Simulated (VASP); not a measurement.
Wanted: the native input for a VASP 6.6.1 run.

- Task: single point
- Functional: PBE
- Potentials or basis: VASP PAW PBE potentials, release 64 (Na_pv, H)
- Cutoff: 520 eV
- k mesh: 8 × 8 × 8
- Occupations: gaussian, width 0.05 eV
- Spin: no spin polarisation
- Dipole correction: no
- Further INCAR settings: ALGO = Normal; EDIFF = 1e-06; NBANDS = 11

The structure of NaH lies in POSCAR:

```
NaH
1.0
    0.0000000000      2.5010000000      2.5010000000
    2.5010000000      0.0000000000      2.5010000000
    2.5010000000      2.5010000000      0.0000000000
Na H
1 1
Direct
    0.0000000000      0.0000000000      0.0000000000
    0.5000000000      0.5000000000      0.5000000000
```

This cell differs from its parent crystal: strain +0.025 along x and y, +0.025 along z.

These files were run (other wordings do the same):

INCAR

```
SYSTEM = NaH
PREC     = Accurate       ! precision mode
ENCUT    = 520            ! plane-wave cutoff, eV
EDIFF    = 1E-6           ! SCF threshold, eV
ISMEAR   = 0              ! smearing method
SIGMA    = 0.05           ! smearing width, eV
LREAL    = .FALSE.        ! projectors in reciprocal space
LASPH    = .TRUE.         ! aspherical terms in the spheres
NELM     = 80             ! most SCF steps
ALGO     = Normal         ! electronic algorithm
ISIF     = 2              ! what is computed and relaxed
LWAVE    = .FALSE.        ! write WAVECAR
LCHARG   = .FALSE.        ! write CHGCAR
GGA      = PE             ! functional
NBANDS   = 11             ! bands
```

KPOINTS

```
regular mesh
0
G
  8 8 8
  0 0 0
```

Potentials or basis: VASP PAW PBE potentials, release 64 (Na_pv, H).

Command:

```bash
$ cat potpaw_PBE.64/Na_pv/POTCAR potpaw_PBE.64/H/POTCAR > POTCAR
$ mpirun -np 1 vasp_std > vasp.out
```

Results of the run:

```json
{
  "Pressure": "-2.0 GPa",
  "Band gap on the k mesh": "3.59 eV, indirect (least direct gap 4.39 eV)"
}
```

Caveat: the cell differs from its parent crystal (strain +0.025 along x and y, +0.025 along z).

Wall time 4.8 s on 1 thread of Intel Xeon 6975P-C, with other jobs on the host, peak memory 0.15 GiB.
